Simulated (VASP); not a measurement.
A run of VASP 6.6.1 is set up as follows.

File INCAR:

```
SYSTEM = MoS2
ALGO = Normal ; EDIFF = 1E-6
ENCUT = 520 ; GGA = PE
ISIF = 2 ; ISMEAR = 0
LASPH = .TRUE. ; LCHARG = .FALSE.
LREAL = .FALSE. ; LWAVE = .FALSE.
NBANDS = 20 ; NELM = 100
PREC = Accurate ; SIGMA = 0.1
```

The input KPOINTS:

```
k-points
0
G
  7 7 7
  0 0 0
```

Contents of POSCAR:

```
MoS2
1.0
    1.5800000000      0.9122100000      6.1500000000
   -1.5800000000      0.9122100000      6.1500000000
    0.0000000000     -1.8244300000      6.1500000000
Mo S
1 2
Direct
    0.0000000000      0.0000000000      0.0000000000
    0.2500000000      0.2500000000      0.2500000000
    0.4170000000      0.4170000000      0.4170000000
```

Potentials or basis: VASP PAW PBE potentials, release 64 (Mo_sv, S).

Launch:

```bash
$ cat potpaw_PBE.64/Mo_sv/POTCAR potpaw_PBE.64/S/POTCAR > POTCAR
$ mpirun -np 1 vasp_std > vasp.out
```

(1) What does it give for the largest force?

(2) Estimate the pressure.

## Answers

(1) 0.506 eV/Å.

(2) 5.2 GPa.

Caveat: the cell stands under pressure.
